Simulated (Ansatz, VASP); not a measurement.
## One calculation of KF, two programs

File INCAR:

```
SYSTEM = KF
ALGO     = Normal         ! electronic algorithm
EDIFF    = 1E-7           ! SCF threshold, eV
ENCUT    = 520            ! plane-wave cutoff, eV
GGA      = CA             ! functional
ISIF     = 2              ! what is computed and relaxed
ISMEAR   = 0              ! smearing method
LASPH    = .True.         ! aspherical terms in the spheres
LCHARG   = .False.        ! write CHGCAR
LREAL    = .False.        ! projectors in reciprocal space
LWAVE    = .False.        ! write WAVECAR
NBANDS   = 15             ! bands
NELM     = 80             ! most SCF steps
PREC     = Accurate       ! precision mode
SIGMA    = 0.05           ! smearing width, eV
```

Contents of KPOINTS:

```
k-points
0
Gamma
  8 8 8
  0 0 0
```

Contents of POSCAR:

```
KF
1.0
    0.1132881608      2.6802404441      2.6802404441
    2.6802404441      0.1132881608      2.6802404441
    2.6802404441      2.6802404441      0.1132881608
K F
1 1
Direct
    0.0000000000      0.0000000000      0.0000000000
    0.5000000000      0.5000000000      0.5000000000
```

Input for Ansatz:

```yaml
crystal:
  lattice:
    - [0.1132881608, 2.6802404441, 2.6802404441]
    - [2.6802404441, 0.1132881608, 2.6802404441]
    - [2.6802404441, 2.6802404441, 0.1132881608]
  atoms:
    - { symbol: K, position: [0.0, 0.0, 0.0] }
    - { symbol: F, position: [0.5, 0.5, 0.5] }
basis:
  ecutwfc: 520.0
kpoints:
  mp_grid: { grid: [8, 8, 8] }
hamiltonian:
  xc: lda
scf:
  occupations: { method: gaussian, width: 0.05 }
output:
  forces: true
  stress: true
  eigenvalues: true
```

Alike in both runs: task single point; functional LDA; k mesh 8 × 8 × 8; occupations gaussian, width 0.05 eV; no spin polarisation.

|  | VASP | Ansatz |
| --- | --- | --- |
| version | VASP 6.6.1 | Ansatz 0.2.0 |
| potentials or method | VASP PAW LDA potentials, release 64 (K_sv, F), cutoff 520 eV | scalar-relativistic, plane waves, PAW |
| valence electrons in the cell | 16 | 16 |

Ansatz gave:

* gap on the k mesh at the Fermi level (eV): 6.06
* least direct gap on the mesh (eV): 6.06
* pressure (GPa): -1.9
* traceless stress, the component that is largest in VASP (GPa): -0.71

Question: Which values does VASP return?

Answer: gap on the k mesh at the Fermi level (eV): 6.04; least direct gap on the mesh (eV): 6.04; pressure (GPa): -1.8; traceless stress, the component that is largest in VASP (GPa): -0.70.

LDA's correlation is that of Perdew and Zunger in VASP and of Perdew and Wang (1992) in Ansatz.
